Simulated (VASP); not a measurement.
## SiNi3: single point with PBE

The system is SiNi3.

```xyz
4
Lattice="3.5420 0.0000 0.0000 0.0000 3.5420 0.0000 0.0000 0.0000 3.5420" Properties=species:S:1:pos:R:3 pbc="T T T"
Si    0.0000    0.0000    0.0000
Ni    0.0000    1.7710    1.7710
Ni    1.7710    0.0000    1.7710
Ni    1.7710    1.7710    0.0000
```

* Program: VASP 6.6.1
* Task: single point
* Functional: PBE
* Potentials or basis: VASP PAW PBE potentials, release 64 (Si, Ni)
* Cutoff: 520 eV
* k mesh: 7 × 7 × 7
* Occupations: fermi-dirac, width 0.05 eV
* Spin: collinear spin, zero start
* Starting moments: [0.0, 0.0, 0.0, 0.0] μB
* Fixed moment: 0 μB
* Dipole correction: no
* Further INCAR settings: ALGO = Normal; EDIFF = 1e-06; NBANDS = 29

```
Pressure                                              : -6.0 GPa
Net moment                                            : 0.00 μB per cell
Valence electrons inside the program's atomic spheres : Si 1.53; Ni 9.40
```

Wall time 55 s on 1 thread of Intel(R) Xeon(R) Platinum 8488C (Sapphire Rapids), on a shared host, peak memory 0.19 GiB.

Caveat: the total moment is fixed, so each spin has its own Fermi level.
